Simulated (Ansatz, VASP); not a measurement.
## Sb3Au in VASP and in Ansatz

```
Sb Au
1.0
    -3.01960    3.01960    3.01960
     3.01960   -3.01960    3.01960
     3.01960    3.01960   -3.01960
Sb Au
3 1
Direct
  0.00000 0.50000 0.50000
  0.50000 0.00000 0.50000
  0.50000 0.50000 0.00000
  0.00000 0.00000 0.00000
```

Change from the starting cell: volume scaled by 0.98, crystal datasets.

Alike in both runs: task electric field gradients; functional LDA; k mesh 10 × 10 × 10; occupations fermi-dirac, width 0.05 eV; no spin polarisation.

```csv
,VASP,Ansatz
version,VASP 6.6.1,Ansatz 0.2.0
potentials or method,"VASP PAW LDA potentials, release 64 (Sb, Au), cutoff 520 eV","all-electron PAW with datasets made for the crystal, scalar-relativistic"
```

|  | VASP | Ansatz | Ansatz less VASP |
| --- | --- | --- | --- |
| pressure (GPa) | -6.8 | -7.0 | -0.11 |
| size of Vzz on the site where it differs most (V/Å²) | 3.5 | 12.1 | +8.65 |

LDA's correlation is that of Perdew and Zunger in VASP and of Perdew and Wang (1992) in Ansatz. Ansatz ran all-electron here, and VASP with PAW potentials.

Neither program's run includes spin-orbit coupling.
